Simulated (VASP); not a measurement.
# InSb (F-43m) in VASP: single point with PBE

Aim: the single point of InSb with PBE.

Program: VASP 6.6.1. These are calculated values, not measurements. Logs are shortened: lines on timing, memory, paths and dates and some standing lists are left out, and cuts for length are marked.

## (1) The cell of the first run

The structure is cubic, space group F-43m (No. 216). The conventional cell has a = 6.478 Å, b = 6.478 Å, c = 6.478 Å, α = 90.00°, β = 90.00°, γ = 90.00°. Within 3.7 Å of In (site symmetry -43m) lie 4 Sb at 2.81 Å. Within 3.7 Å of Sb (site symmetry -43m) lie 4 In at 2.81 Å.

## (2) Single point, PBE, non-collinear spin, zero start, spin-orbit coupling

Contents of INCAR:

```
PREC = Accurate
ENCUT = 520
EDIFF = 1E-6
ISMEAR = -1
SIGMA = 0.05
LREAL = F
LASPH = T
NELM = 150
ALGO = Normal
ISIF = 2
LWAVE = F
LCHARG = F
LNONCOLLINEAR = T
MAGMOM = 0 0 0 0 0 0
LORBIT = 11
LSORBIT = T
GGA_COMPAT = F
LORBMOM = T
GGA = PE
NBANDS = 30
```

Contents of KPOINTS:

```
regular mesh
0
Gamma
  9 9 9
```

Contents of POSCAR:

```
InSb
1.0
    0.0000000000      3.2391000000      3.2391000000
    3.2391000000      0.0000000000      3.2391000000
    3.2391000000      3.2391000000      0.0000000000
In Sb
1 1
Direct
    0.0000000000      0.0000000000      0.0000000000
    0.7500000000      0.7500000000      0.7500000000
```

Potentials or basis: VASP PAW PBE potentials, release 64 (In_d, Sb).

Run with:

```bash
$ cat potpaw_PBE.64/In_d/POTCAR potpaw_PBE.64/Sb/POTCAR > POTCAR
$ mpirun -np 1 vasp_ncl > vasp.out
```

OUTCAR:

```text
PREC = Accurate
   ENCUT = 520
   EDIFF = 1E-6
   ISMEAR = -1
   LREAL = F
   LASPH = T
   NELM = 150
   ISIF = 2
   LNONCOLLINEAR = T
   LORBIT = 11
   LSORBIT = T
   GGA = PE

 ion  position               nearest neighbor table
   1  0.000  0.000  0.000-   2 2.81   2 2.81   2 2.81   2 2.81
   2  0.750  0.750  0.750-   1 2.81   1 2.81   1 2.81   1 2.81

  LATTYP: Found a face centered cubic cell.
 ALAT       =     6.4782000000

  Lattice vectors:

 A1 = (   0.0000000000,   3.2391000000,   3.2391000000)
 A2 = (   3.2391000000,   0.0000000000,   3.2391000000)
 A3 = (   3.2391000000,   3.2391000000,   0.0000000000)

Analysis of symmetry for initial positions (statically):
=====================================================================
 Subroutine PRICEL returns:
 Original cell was already a primitive cell.

 Routine SETGRP: Setting up the symmetry group for a
 face centered cubic supercell.

 Subroutine GETGRP returns: Found 24 space group operations
 (whereof 24 operations were pure point group operations)
 out of a pool of 48 trial point group operations.

The static configuration has the point symmetry T_d .

Analysis of symmetry for dynamics (positions and initial velocities):
=====================================================================
 Subroutine PRICEL returns:
 Original cell was already a primitive cell.

 Routine SETGRP: Setting up the symmetry group for a
 face centered cubic supercell.

 Subroutine GETGRP returns: Found 24 space group operations
 (whereof 24 operations were pure point group operations)
 out of a pool of 48 trial point group operations.

The dynamic configuration has the point symmetry T_d .

Analysis of structural, dynamic, and magnetic symmetry:
=====================================================================
 Subroutine PRICEL returns:
 Original cell was already a primitive cell.

 Routine SETGRP: Setting up the symmetry group for a
 face centered cubic supercell.

 Subroutine GETGRP returns: Found 24 space group operations
 (whereof 24 operations were pure point group operations)
 out of a pool of 48 trial point group operations.

The overall configuration has the point symmetry T_d .

 Subroutine INISYM returns: Found 24 space group operations
 (whereof 24 operations are pure point group operations),
 and found     1 'primitive' translations

----------------------------------------------------------------------------------------

                                     Primitive cell

  volume of cell :      67.9678

  direct lattice vectors                    reciprocal lattice vectors
     0.000000000  3.239100000  3.239100000    -0.154363867  0.154363867  0.154363867
     3.239100000  0.000000000  3.239100000     0.154363867 -0.154363867  0.154363867
     3.239100000  3.239100000  0.000000000     0.154363867  0.154363867 -0.154363867

  length of vectors
     4.580779150  4.580779150  4.580779150     0.267366060  0.267366060  0.267366060

  position of ions in fractional coordinates (direct lattice)
     0.000000000  0.000000000  0.000000000
     0.750000000  0.750000000  0.750000000

  ion indices of the primitive-cell ions
   primitive index   ion index
                 1           1
                 2           2

----------------------------------------------------------------------------------------

 KPOINTS: regular mesh

Automatic generation of k-mesh.
 Grid dimensions read from file:
 generate k-points for:    9    9    9

 Generating k-lattice:

  Cartesian coordinates                     Fractional coordinates (reciprocal lattice)
    -0.017151541  0.017151541  0.017151541     0.111111111  0.000000000  0.000000000
     0.017151541 -0.017151541  0.017151541     0.000000000  0.111111111  0.000000000
[... 98 lines left out ...]

 number of electron      17.9999993 magnetization      -0.0000000      0.0000000     -0.0000000

 number of electron      17.9999993 magnetization      -0.0000000     -0.0000000     -0.0000000

 Free energy of the ion-electron system (eV)
  ---------------------------------------------------
  ext. energy  EPLUGINS =         0.00000000
  ---------------------------------------------------
  free energy    TOTEN  =        -7.00631741 eV

  energy without entropy =       -7.00599320  energy(sigma->0) =       -7.00615531

 E-fermi :   5.3623     XC(G=0):  -8.6859

 val. band max:        5.3467148319   @ k =   0.0000   0.0000   0.0000
 cond. band min:       5.6648266561   @ k =   0.4444   0.0000   0.0000
 fundamental gap:      0.3181118242
 Fermi energy:         5.3622617094

 k-point     1 :       0.0000    0.0000    0.0000
  band No.  band energies     occupation
      1      -9.9703      1.00000
      2      -9.9703      1.00000
      3      -9.9703      1.00000
      4      -9.9703      1.00000
      5      -9.1618      1.00000
      6      -9.1618      1.00000
[... 781 lines left out ...]
     29      13.4358      0.00000
     30      13.4358      0.00000

 [... further k-points ...]

------------------------ aborting loop because EDIFF is reached ----------------------------------------

  FORCE on cell =-STRESS in cart. coord.  units (eV):
  Direction    XX          YY          ZZ          XY          YZ          ZX
  --------------------------------------------------------------------------------------
  -------------------------------------------------------------------------------------
  Total        1.3360325      1.3360325      1.3360325      0.0000000      0.0000000     -0.0000000
  in kB       31.4937629     31.4937629     31.4937629      0.0000000      0.0000000     -0.0000000
  external PRESSURE =      31.4937629 kB  Pullay stress =       0.0000000 kB

 VOLUME and BASIS-vectors are now :
 -----------------------------------------------------------------------------
  energy-cutoff  :      520.00
  volume of cell :       67.97
      direct lattice vectors                 reciprocal lattice vectors
     0.000000000  3.239100000  3.239100000    -0.154363867  0.154363867  0.154363867
     3.239100000  0.000000000  3.239100000     0.154363867 -0.154363867  0.154363867
     3.239100000  3.239100000  0.000000000     0.154363867  0.154363867 -0.154363867

 POSITION                                       TOTAL-FORCE (eV/Angst)
 -----------------------------------------------------------------------------------
      0.00000      0.00000      0.00000        -0.000000     -0.000000     -0.000000
      4.85865      4.85865      4.85865         0.000000      0.000000      0.000000
 -----------------------------------------------------------------------------------
    total drift:                               -0.000000     -0.000000     -0.000000

  FREE ENERGIE OF THE ION-ELECTRON SYSTEM (eV)
  ---------------------------------------------------
  free  energy   TOTEN  =        -7.0063174104 eV

  energy  without entropy=       -7.0059932019  energy(sigma->0) =       -7.00615531

 orbital moment (x)

 # of ion     p       d       tot
 ----------------------------------------
  1         0.000  -0.000   0.000
  2         0.000  -0.000   0.000
 ----------------------------------------
            0.000  -0.000   0.000

 orbital moment (y)

 # of ion     p       d       tot
 ----------------------------------------
  1         0.000   0.000   0.000
  2        -0.000   0.000  -0.000
 ----------------------------------------
            0.000   0.000   0.000

 orbital moment (z)

 # of ion     p       d       tot
 ----------------------------------------
  1         0.000   0.000   0.000
  2         0.000   0.000   0.000
 ----------------------------------------
            0.000   0.000   0.000

 Spin-Orbit-Coupling matrix elements

 Ion:    1  E_soc:     -0.0760324
 l=   1
     0.0000000    -0.0062772    -0.0062772
    -0.0062772     0.0000000    -0.0062772
    -0.0062772    -0.0062772     0.0000000
 l=   2
     0.0000000    -0.0012671     0.0000000    -0.0012671    -0.0051278
    -0.0012671     0.0000000    -0.0038458    -0.0012671    -0.0012819
     0.0000000    -0.0038458     0.0000000    -0.0038458     0.0000000
    -0.0012671    -0.0012671    -0.0038458     0.0000000    -0.0012819
    -0.0051278    -0.0012819     0.0000000    -0.0012819     0.0000000
 l=   3
     0.0000000     0.0000000     0.0000000     0.0000000     0.0000000     0.0000000     0.0000000
     0.0000000     0.0000000     0.0000000     0.0000000     0.0000000     0.0000000     0.0000000
     0.0000000     0.0000000     0.0000000     0.0000000     0.0000000     0.0000000     0.0000000
     0.0000000     0.0000000     0.0000000     0.0000000     0.0000000     0.0000000     0.0000000
     0.0000000     0.0000000     0.0000000     0.0000000     0.0000000     0.0000000     0.0000000
     0.0000000     0.0000000     0.0000000     0.0000000     0.0000000     0.0000000     0.0000000
     0.0000000     0.0000000     0.0000000     0.0000000     0.0000000     0.0000000     0.0000000

 Ion:    2  E_soc:     -0.1293207
 l=   1
     0.0000000    -0.0214631    -0.0214631
    -0.0214631     0.0000000    -0.0214631
    -0.0214631    -0.0214631     0.0000000
 l=   2
     0.0000000    -0.0000335     0.0000000    -0.0000335    -0.0000568
    -0.0000335     0.0000000    -0.0000426    -0.0000335    -0.0000142
     0.0000000    -0.0000426     0.0000000    -0.0000426     0.0000000
    -0.0000335    -0.0000335    -0.0000426     0.0000000    -0.0000142
    -0.0000568    -0.0000142     0.0000000    -0.0000142     0.0000000
 l=   3
     0.0000000     0.0000000     0.0000000     0.0000000     0.0000000     0.0000000     0.0000000
     0.0000000     0.0000000     0.0000000     0.0000000     0.0000000     0.0000000     0.0000000
     0.0000000     0.0000000     0.0000000     0.0000000     0.0000000     0.0000000     0.0000000
     0.0000000     0.0000000     0.0000000     0.0000000     0.0000000     0.0000000     0.0000000
     0.0000000     0.0000000     0.0000000     0.0000000     0.0000000     0.0000000     0.0000000
     0.0000000     0.0000000     0.0000000     0.0000000     0.0000000     0.0000000     0.0000000
     0.0000000     0.0000000     0.0000000     0.0000000     0.0000000     0.0000000     0.0000000

 total charge

# of ion       s       p       d       tot
------------------------------------------
    1        0.873   0.718   9.865  11.455
    2        1.135   1.341   0.020   2.496
--------------------------------------------------
tot          2.008   2.059   9.885  13.952

 magnetization (x)

# of ion       s       p       d       tot
------------------------------------------
    1       -0.000   0.000   0.000  -0.000
    2        0.000  -0.000   0.000   0.000
--------------------------------------------------
tot         -0.000   0.000   0.000  -0.000

 magnetization (y)

# of ion       s       p       d       tot
------------------------------------------
    1       -0.000  -0.000   0.000  -0.000
    2        0.000   0.000   0.000   0.000
--------------------------------------------------
tot         -0.000  -0.000   0.000  -0.000

 magnetization (z)

# of ion       s       p       d       tot
------------------------------------------
    1       -0.000   0.000   0.000  -0.000
    2        0.000   0.000   0.000   0.000
--------------------------------------------------
tot         -0.000   0.000   0.000  -0.000
```

Wall time 14 min (1 thread of Intel Xeon 8259CL, shared host); peak memory 0.48 GiB.

Results:

| Item | Value |
| --- | --- |
| Free energy | -7.0063 eV |
| Pressure | 3.1 GPa |
| Net moment | 0.00 μB per cell |
| Valence electrons inside the program's atomic spheres | In 11.46; Sb 2.50 |

Moments on the atoms (μB; x, y, z):
```
In  0.00 0.00 0.00
Sb  0.00 0.00 0.00
```

Caveat: the cell stands under pressure.
